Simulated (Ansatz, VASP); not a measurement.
**ZnRe in VASP and in Ansatz**

```
CELL_PARAMETERS angstrom
2.74822 0.00000 0.00000
-1.37411 2.38003 0.00000
0.00000 0.00000 4.49407
ATOMIC_POSITIONS crystal
Zn 0.00000 0.00000 0.00000
Re 0.33333 0.66667 0.50000
```

Alike in both runs: task single point; functional r2SCAN; k mesh 9 × 9 × 4; occupations gaussian, width 0.1 eV; no spin polarisation.

|  | VASP | Ansatz |
| --- | --- | --- |
| version | VASP 6.6.1 | Ansatz 0.2.0 |
| potentials or method | VASP PAW PBE potentials, release 64 (Zn, Re), cutoff 660 eV | scalar-relativistic, plane waves, PAW |
| valence electrons in the cell | 19 | 27 |

```tsv
	VASP	Ansatz	Ansatz less VASP
gap on the k mesh at the Fermi level (eV)	none	none	-
pressure (GPa)	-6.2	-6.3	-0.09
traceless stress, the component that is largest in VASP (GPa)	2.41	2.15	-0.256
```

VASP's potentials were made for PBE, not for r2SCAN. A gap of «none» marks a metal or a gap that the smearing closes. VASP's potentials hold 19 valence electrons a cell and Ansatz's 27, so a difference there can come from the potentials and not from the codes.

Neither program's run includes spin-orbit coupling.
